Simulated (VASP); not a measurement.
# K3I2Br (P-3m1) in VASP: notebook

Runs on K3I2Br. Level: LDA. Tasks: single point.

Everything below comes from runs of VASP 6.6.1. Logs are shortened: lines on timing, memory, paths and dates and some standing lists are left out, and cuts for length are marked.

### Step 1. The cell of the first run

The structure is trigonal, space group P-3m1 (No. 164). The conventional cell has a = 4.475 Å, b = 4.475 Å, c = 11.568 Å, α = 90.00°, β = 90.00°, γ = 120.00°. Within 4.3 Å of K (site symmetry -3m) lie 6 I at 3.28 Å. K (site symmetry 3m) has 3 Br at 3.11 Å and 3 I at 3.28 Å within 4.1 Å. Within 4.3 Å of I (site symmetry 3m) lie 6 K at 3.28 Å. Within 4.1 Å of Br (site symmetry -3m) lie 6 K at 3.11 Å.

### Step 2. Single point, LDA

INCAR reads:

```
SYSTEM = K3I2Br
  PREC = Accurate
  ENCUT = 520
  EDIFF = 1E-6
  ISMEAR = 0
  SIGMA = 0.05
  LREAL = .FALSE.
  LASPH = .TRUE.
  NELM = 60
  ALGO = Normal
  ISIF = 2
  LWAVE = .FALSE.
  LCHARG = .TRUE.
  GGA = CA
  LELF = .TRUE.
  LVHAR = .TRUE.
  NBANDS = 33
```

KPOINTS reads:

```
regular mesh
0
G
  6 6 2
  0 0 0
```

POSCAR reads:

```
K3I2Br
1.0
    4.4755000000      0.0000000000      0.0000000000
   -2.2377500000      3.8758966946      0.0000000000
    0.0000000000      0.0000000000     11.5680398841
K I Br
3 2 1
Direct
    0.0000000000      0.0000000000      0.5000000000
    0.3333333333      0.6666666667      0.1500969033
    0.6666666667      0.3333333333      0.8499030967
    0.3333333333      0.6666666667      0.6750221222
    0.6666666667      0.3333333333      0.3249778778
    0.0000000000      0.0000000000      0.0000000000
```

Potentials or basis: VASP PAW LDA potentials, release 64 (K_sv, I, Br).

Started as:

```console
$ cat potpaw_LDA.64/K_sv/POTCAR potpaw_LDA.64/I/POTCAR potpaw_LDA.64/Br/POTCAR > POTCAR
$ mpirun -np 1 vasp_std > vasp.out
```

OUTCAR:

```text
SYSTEM = K3I2Br
   PREC = Accurate
   ENCUT = 520
   EDIFF = 1E-6
   ISMEAR = 0
   LREAL = .FALSE.
   LASPH = .TRUE.
   NELM = 60
   ISIF = 2
   GGA = CA

 ion  position               nearest neighbor table
   1  0.000  0.000  0.500-   4 3.28   5 3.28   4 3.28   5 3.28   5 3.28   4 3.28
   2  0.333  0.667  0.150-   6 3.11   6 3.11   6 3.11   5 3.28   5 3.28   5 3.28
   3  0.667  0.333  0.850-   6 3.11   6 3.11   6 3.11   4 3.28   4 3.28   4 3.28
   4  0.333  0.667  0.675-   3 3.28   3 3.28   3 3.28   1 3.28   1 3.28   1 3.28
   5  0.667  0.333  0.325-   2 3.28   2 3.28   2 3.28   1 3.28   1 3.28   1 3.28
   6  0.000  0.000  0.000-   2 3.11   3 3.11   2 3.11   3 3.11   3 3.11   2 3.11

  LATTYP: Found a hexagonal cell.
 ALAT       =     4.4755000000
 C/A-ratio  =     2.5847480469

  Lattice vectors:

 A1 = (   4.4755000000,   0.0000000000,   0.0000000000)
 A2 = (  -2.2377500000,   3.8758966946,   0.0000000000)
 A3 = (   0.0000000000,   0.0000000000,  11.5680398841)

Analysis of symmetry for initial positions (statically):
=====================================================================
 Subroutine PRICEL returns:
 Original cell was already a primitive cell.

 Routine SETGRP: Setting up the symmetry group for a
 hexagonal supercell.

 Subroutine GETGRP returns: Found 12 space group operations
 (whereof 12 operations were pure point group operations)
 out of a pool of 24 trial point group operations.

The static configuration has the point symmetry D_3d.

Analysis of symmetry for dynamics (positions and initial velocities):
=====================================================================
 Subroutine PRICEL returns:
 Original cell was already a primitive cell.

 Routine SETGRP: Setting up the symmetry group for a
 hexagonal supercell.

 Subroutine GETGRP returns: Found 12 space group operations
 (whereof 12 operations were pure point group operations)
 out of a pool of 24 trial point group operations.

The dynamic configuration has the point symmetry D_3d.

 Subroutine INISYM returns: Found 12 space group operations
 (whereof 12 operations are pure point group operations),
 and found     1 'primitive' translations

----------------------------------------------------------------------------------------

                                     Primitive cell

  volume of cell :     200.6659

  direct lattice vectors                    reciprocal lattice vectors
     4.475500000  0.000000000  0.000000000     0.223438722  0.129002406  0.000000000
    -2.237750000  3.875896695  0.000000000     0.000000000  0.258004813  0.000000000
     0.000000000  0.000000000 11.568039884     0.000000000  0.000000000  0.086445068

  length of vectors
     4.475500000  4.475500000 11.568039884     0.258004813  0.258004813  0.086445068

  position of ions in fractional coordinates (direct lattice)
     0.000000000  0.000000000  0.500000000
     0.333333333  0.666666667  0.150096903
     0.666666667  0.333333333  0.849903097
     0.333333333  0.666666667  0.675022122
     0.666666667  0.333333333  0.324977878
     0.000000000  0.000000000  0.000000000

  ion indices of the primitive-cell ions
   primitive index   ion index
                 1           1
                 2           2
                 3           3
                 4           4
                 5           5
                 6           6

----------------------------------------------------------------------------------------

 KPOINTS: regular mesh

Automatic generation of k-mesh.
 Grid dimensions read from file:
 generate k-points for:    6    6    2

 Generating k-lattice:

  Cartesian coordinates                     Fractional coordinates (reciprocal lattice)
     0.037239787  0.021500401  0.000000000     0.166666667 -0.000000000  0.000000000
     0.000000000  0.043000802  0.000000000     0.000000000  0.166666667  0.000000000
     0.000000000  0.000000000  0.043222534     0.000000000  0.000000000  0.500000000

  Length of vectors
     0.043000802  0.043000802  0.043222534

  Shift w.r.t. Gamma in fractional coordinates (k-lattice)
     0.000000000  0.000000000  0.000000000

 Subroutine IBZKPT returns following result:
 ===========================================

 Found     14 irreducible k-points:

 Following reciprocal coordinates:
            Coordinates               Weight
  0.000000  0.000000  0.000000      1.000000
  0.166667 -0.000000  0.000000      6.000000
  0.333333  0.000000  0.000000      6.000000
  0.500000  0.000000  0.000000      3.000000
  0.166667  0.166667  0.000000      6.000000
  0.333333  0.166667  0.000000     12.000000
  0.333333  0.333333  0.000000      2.000000
  0.000000  0.000000  0.500000      1.000000
  0.166667 -0.000000  0.500000      6.000000
  0.333333  0.000000  0.500000      6.000000
  0.500000  0.000000  0.500000      3.000000
  0.166667  0.166667  0.500000      6.000000
  0.333333  0.166667  0.500000     12.000000
  0.333333  0.333333  0.500000      2.000000
   k-points           NKPTS =     14   k-points in BZ     NKDIM =     14   number of bands    NBANDS=     33
   number of dos      NEDOS =    301   number of ions     NIONS =      6
   total plane-waves  NPLWV = 116640
   dimension x,y,z NGX =    36 NGY =   36 NGZ =   90
   dimension x,y,z NGXF=    72 NGYF=   72 NGZF=  180
   ions per type =               3   2   1
   NGX,Y,Z   is equivalent  to a cutoff of  13.37, 13.37, 12.93 a.u.
   NGXF,Y,Z  is equivalent  to a cutoff of  26.74, 26.74, 25.87 a.u.
 SYSTEM =  K3I2Br
   PREC   = accura    normal or accurate (medium, high low for compatibility)
   ISTART =      0    job   : 0-new  1-cont  2-samecut
   ICHARG =      2    charge: 1-file 2-atom 10-const
   ISPIN  =      1    spin polarized calculation?
   LNONCOLLINEAR =      F non collinear calculations
   LSORBIT =      F    spin-orbit coupling
   LASPH  =      T    aspherical Exc in radial PAW
   ENCUT  =  520.0 eV  38.22 Ry    6.18 a.u.   8.32  8.32 21.51*2*pi/ulx,y,z
   NELM   =     60;   NELMIN=  2; NELMDL= -5     # of ELM steps
   EDIFF  = 0.1E-05   stopping-criterion for ELM
   LREAL  =      F    real-space projection
   EDIFFG = 0.1E-04   stopping-criterion for IOM
   NSW    =      0    number of steps for IOM
   IBRION =     -1    ionic relax: 0-MD 1-quasi-New 2-CG
   NFREE  =      0    steps in history (QN), initial steepest desc. (CG)
   ISIF   =      2    stress and relaxation
   ISYM   =      2    0-nonsym 1-usesym 2-fastsym
   POTIM  = 0.5000    time-step for ionic-motion
   TEBEG  =    0.0;   TEEND  =   0.0 temperature during run
   PSTRESS=    0.0 pullay stress
   NELECT =      48.0000    total number of electrons
   NUPDOWN=      -1.0000    fix difference up-down
   EMIN   =  10.00;   EMAX   =-10.00  energy-range for DOS
   EFERMI =   0.00;   METHOD = LEGACY
   ISMEAR =     0;   SIGMA  =   0.05  broadening in eV -4-tet -1-fermi 0-gaus
   EFERMI_NEDOS =   21; number of points for ismear=-14 and -15
   IALGO  =     38    algorithm
   IMIX   =      4    mixing-type and parameters
     AMIX     =   0.40;   BMIX     =  1.00
     AMIX_MAG =   1.60;   BMIX_MAG =  1.00
  volume/ion in A,a.u.               =      33.44       225.69
  Fermi-wavevector in a.u.,A,eV,Ry     =   1.016243  1.920420 14.051404  1.032749
  Thomas-Fermi vector in A             =   2.149575
   LORBIT       =      0    0 simple, 1 ext, 2 COOP (PROOUT), +10 PAW based schemes
   GGA     = CA    functional components
   LHFCALC =     F    Hartree Fock is set to
   AEXX    =    0.0000 exact exchange contribution
   IVDW    =     0    specifies the selected vdW correction
   LEPSILON=     F    determine dielectric tensor
   LRPA    =     F    only Hartree local field effects (RPA)
 non-spin polarized calculation
 Gauss-broadening in eV      SIGMA  =   0.05
  energy-cutoff  :      520.00
  volume of cell :      200.67
 maximum number of plane-waves:      5456
 NGX is ok and might be reduce to    36
   NGX = 17   NGY = 17   NGZ = 43

 number of electron      48.0000001 magnetization

 Free energy of the ion-electron system (eV)
  ---------------------------------------------------
  ext. energy  EPLUGINS =         0.00000000
  ---------------------------------------------------
  free energy    TOTEN  =       -18.97670446 eV

  energy without entropy =      -18.97670446  energy(sigma->0) =      -18.97670446

 E-fermi :   0.7909     XC(G=0):  -8.5644

 val. band max:        0.5496826511   @ k =   0.0000   0.0000   0.0000
 cond. band min:       4.4532378929   @ k =   0.0000   0.0000   0.0000
 fundamental gap:      3.9035552418
 Fermi energy:         0.7909367282

 k-point     1 :       0.0000    0.0000    0.0000
  band No.  band energies     occupation
      1     -27.4435      2.00000
      2     -27.4338      2.00000
      3     -27.3950      2.00000
      4     -13.0715      2.00000
      5     -11.6467      2.00000
      6     -11.2758      2.00000
[... 25 lines left out ...]
     32       7.6587      0.00000
     33       7.6606      0.00000

 k-point     2 :       0.1667   -0.0000    0.0000
  band No.  band energies     occupation
      1     -27.4408      2.00000
      2     -27.4323      2.00000
      3     -27.3930      2.00000
      4     -13.0596      2.00000
      5     -11.5940      2.00000
      6     -11.4364      2.00000
[... 25 lines left out ...]
     32       7.2991      0.00000
     33       7.9370      0.00000
[... 394 lines left out ...]
     32       8.1002      0.00000
     33       8.7042      0.00000

 k-point    14 :       0.3333    0.3333    0.5000
  band No.  band energies     occupation
      1     -27.4292      2.00000
      2     -27.4292      2.00000
      3     -27.3862      2.00000
      4     -13.0220      2.00000
      5     -11.4976      2.00000
      6     -11.4976      2.00000
[... 25 lines left out ...]
     32       8.2899      0.00000
     33       8.2905      0.00000

------------------------ aborting loop because EDIFF is reached ----------------------------------------

  FORCE on cell =-STRESS in cart. coord.  units (eV):
  Direction    XX          YY          ZZ          XY          YZ          ZX
  --------------------------------------------------------------------------------------
  -------------------------------------------------------------------------------------
  Total        3.1296632      3.1296632      2.6688224      0.0000000     -0.0000000      0.0000000
  in kB       24.9881819     24.9881819     21.3086884      0.0000000     -0.0000000      0.0000000
  external PRESSURE =      23.7616840 kB  Pullay stress =       0.0000000 kB

 VOLUME and BASIS-vectors are now :
 -----------------------------------------------------------------------------
  energy-cutoff  :      520.00
  volume of cell :      200.67
      direct lattice vectors                 reciprocal lattice vectors
     4.475500000  0.000000000  0.000000000     0.223438722  0.129002406  0.000000000
    -2.237750000  3.875896695  0.000000000     0.000000000  0.258004813  0.000000000
     0.000000000  0.000000000 11.568039884     0.000000000  0.000000000  0.086445068

 POSITION                                       TOTAL-FORCE (eV/Angst)
 -----------------------------------------------------------------------------------
      0.00000      0.00000      5.78402        -0.000000      0.000000      0.000000
     -0.00000      2.58393      1.73633         0.000000      0.000000     -0.002794
      2.23775      1.29197      9.83171         0.000000      0.000000      0.002794
     -0.00000      2.58393      7.80868        -0.000000      0.000000     -0.002680
      2.23775      1.29197      3.75936         0.000000     -0.000000      0.002680
      0.00000      0.00000      0.00000        -0.000000      0.000000      0.000000
 -----------------------------------------------------------------------------------
    total drift:                               -0.000000      0.000000     -0.000000

  FREE ENERGIE OF THE ION-ELECTRON SYSTEM (eV)
  ---------------------------------------------------
  free  energy   TOTEN  =       -18.9767044609 eV

  energy  without entropy=      -18.9767044609  energy(sigma->0) =      -18.97670446
```

Run time: 3.1 min. Hardware: 1 thread of Intel Xeon 8259CL, shared host; peak memory 0.31 GiB.

Results:

```yaml
Free_energy: -18.9767 eV
Pressure: 2.4 GPa
Band_gap_on_the_k_mesh: 3.90 eV
```

Forces in eV/Å, atoms in the order of the input:
```
K    0.000  0.000  0.000
K    0.000  0.000 -0.003
K    0.000  0.000  0.003
I    0.000  0.000 -0.003
I    0.000  0.000  0.003
Br   0.000  0.000  0.000
```

Stress tensor (GPa, compression positive):
```
2.50 0.00 0.00
0.00 2.50 0.00
0.00 0.00 2.13
```

Caveat: spin-orbit coupling is left out, which moves the levels of the heavy elements. A k mesh can miss the band edges.

### Step 3. Single point, LDA

This run uses another cell than the first one, of 33.82 Å³/atom.

INCAR reads:

```
SYSTEM = K3I2Br
  PREC = Accurate
  ENCUT = 520
  EDIFF = 1E-6
  ISMEAR = 0
  SIGMA = 0.05
  LREAL = .FALSE.
  LASPH = .TRUE.
  NELM = 100
  ALGO = Normal
  ISIF = 2
  LWAVE = .FALSE.
  LCHARG = .FALSE.
  GGA = CA
  NBANDS = 33
```

KPOINTS reads:

```
Automatic mesh
0
G
  6 6 2
  0 0 0
```

POSCAR reads:

```
K3I2Br
1.0
    4.5933000000      0.0000000000      0.0000000000
   -2.2966500000      3.9779144872      0.0000000000
    0.0000000000      0.0000000000     11.1053000000
K I Br
3 2 1
Direct
    0.0000000000      0.0000000000      0.5000000000
    0.3333333333      0.6666666667      0.1487864778
    0.6666666667      0.3333333333      0.8512135222
    0.3333333333      0.6666666667      0.6756032945
    0.6666666667      0.3333333333      0.3243967055
    0.0000000000      0.0000000000      0.0000000000
```

Potentials or basis: VASP PAW LDA potentials, release 64 (K_sv, I, Br).

Started as:

```console
$ cat potpaw_LDA.64/K_sv/POTCAR potpaw_LDA.64/I/POTCAR potpaw_LDA.64/Br/POTCAR > POTCAR
$ mpirun -np 1 vasp_std > vasp.out
```

Wall time 2.5 min (1 thread of Intel Xeon 8259CL, shared host); peak memory 0.3 GiB.

Results (log left out):

- Free energy: -19.0156 eV
- Pressure: 2.1 GPa
- Largest force: 0.005 eV/Å
- Band gap on the k mesh: 4.02 eV

Forces on the atoms (eV/Å):
```
K    0.000  0.000  0.000
K    0.000  0.000  0.005
K    0.000  0.000 -0.005
I    0.000  0.000  0.001
I    0.000  0.000 -0.001
Br   0.000  0.000  0.000
```

Stress tensor (GPa, compression positive):
```
2.05 0.00 0.00
0.00 2.05 0.00
0.00 0.00 2.13
```

Levels at points of the mesh, in eV from the valence-band top:
| k point | band 22 | band 23 | band 24 | band 25 | band 26 | band 27 |
| --- | --- | --- | --- | --- | --- | --- |
| (0.00, 0.00, 0.00) | -0.18 | 0.00 | 0.00 | 4.02 | 5.42 | 5.45 |
| (0.50, 0.00, 0.00) | -0.58 | -0.49 | -0.43 | 4.35 | 5.71 | 5.79 |
| (0.00, 0.00, 0.50) | -0.27 | -0.05 | -0.05 | 4.69 | 5.00 | 5.57 |
| (0.50, 0.00, 0.50) | -0.65 | -0.49 | -0.43 | 4.86 | 4.94 | 5.58 |

Caveat: spin-orbit coupling is left out, which moves the levels of the heavy elements. A k mesh can miss the band edges.

[end of part 1 of 2]
